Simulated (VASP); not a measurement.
Wanted: the native input for a VASP 6.6.1 run.

| Item | Value |
| --- | --- |
| Task | single point |
| Functional | LDA |
| Potentials or basis | VASP PAW LDA potentials, release 64 (Hf_pv, O) |
| Cutoff | 520 eV |
| k mesh | 4 × 4 × 4 |
| Occupations | gaussian, width 0.01 eV |
| Spin | no spin polarisation |
| Dipole correction | no |
| Further INCAR settings | ALGO = Normal; EDIFF = 1e-06; NBANDS = 56 |

The structure of HfO2 lies in POSCAR:

```
HfO2
1.0
    5.1811032555      0.0000000000      0.0000000000
    0.0000000000      4.9756004971      0.0000000000
    0.0000000000      0.0000000000      4.9961120850
Hf O
4 8
Direct
    0.9670466293      0.7319176896      0.7535033191
    0.0329533707      0.2680823104      0.2535033191
    0.4670466293      0.2680823104      0.7535033191
    0.5329533707      0.7319176896      0.2535033191
    0.6310224348      0.9268742095      0.8891959770
    0.3689775652      0.0731257905      0.3891959770
    0.1310224348      0.0731257905      0.8891959770
    0.8689775652      0.9268742095      0.3891959770
    0.7643994927      0.4585008547      0.0013007039
    0.2356005073      0.5414991453      0.5013007039
    0.2643994927      0.5414991453      0.0013007039
    0.7356005073      0.4585008547      0.5013007039
```

These files were run (other wordings do the same):

INCAR

```
SYSTEM = HfO2
ALGO = Normal
EDIFF = 1E-6
ENCUT = 520
ISIF = 2
ISMEAR = 0
LASPH = .True.
LCHARG = .False.
LREAL = .False.
LWAVE = .False.
NBANDS = 56
NELM = 60
PREC = Accurate
SIGMA = 0.01
```

KPOINTS

```
k-points
0
Gamma
  4 4 4
  0 0 0
```

Potentials or basis: VASP PAW LDA potentials, release 64 (Hf_pv, O).

Launch:

```sh
$ cat potpaw_LDA.64/Hf_pv/POTCAR potpaw_LDA.64/O/POTCAR > POTCAR
$ mpirun -np 1 vasp_std > vasp.out
```

It gave:

```json
{
 "Pressure": "-2.6 GPa",
 "Largest force": "0.051 eV/Å",
 "Band gap on the k mesh": "4.33 eV, indirect (least direct gap 4.52 eV)"
}
```

Caveat: spin-orbit coupling is left out, which moves the levels of the heavy elements.

Run time: 2.3 min on 1 thread of Intel(R) Xeon(R) Platinum 8488C (Sapphire Rapids), on a shared host, peak memory 0.28 GiB.
